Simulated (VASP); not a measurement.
Input of a VASP 6.6.1 run:

INCAR

```
ALGO = Normal
EDIFF = 1E-6
ENCUT = 600
GGA = PE
GGA_COMPAT = False
ISIF = 2
ISMEAR = 0
IVDW = 12
LASPH = True
LCHARG = False
LREAL = False
LWAVE = False
NBANDS = 11
NELM = 120
PREC = Accurate
SIGMA = 0.02
```

The input KPOINTS:

```
k-points
0
Gamma
  8 8 8
```

Contents of POSCAR:

```
MgS
1.0
    0.0000000000      2.5772522522      2.5772522522
    2.5772522522      0.0000000000      2.5772522522
    2.5772522522      2.5772522522      0.0000000000
Mg S
1 1
Direct
    0.0000000000      0.0000000000      0.0000000000
    0.5000000000      0.5000000000      0.5000000000
```

Potentials or basis: VASP PAW PBE potentials, release 64 (Mg, S).

Command:

```console
$ cat potpaw_PBE.64/Mg/POTCAR potpaw_PBE.64/S/POTCAR > POTCAR
$ mpirun -np 1 vasp_std > vasp.out
```

What does it give for the pressure?

-0.3 GPa.

Estimate the band gap on the k mesh.

2.84 eV, indirect (least direct gap 3.94 eV).

Predict the dispersion energy per atom.

-0.366 eV.

A k mesh can miss the band edges. Expect the measured gap to be larger: semilocal functionals such as PBE lack the derivative discontinuity.
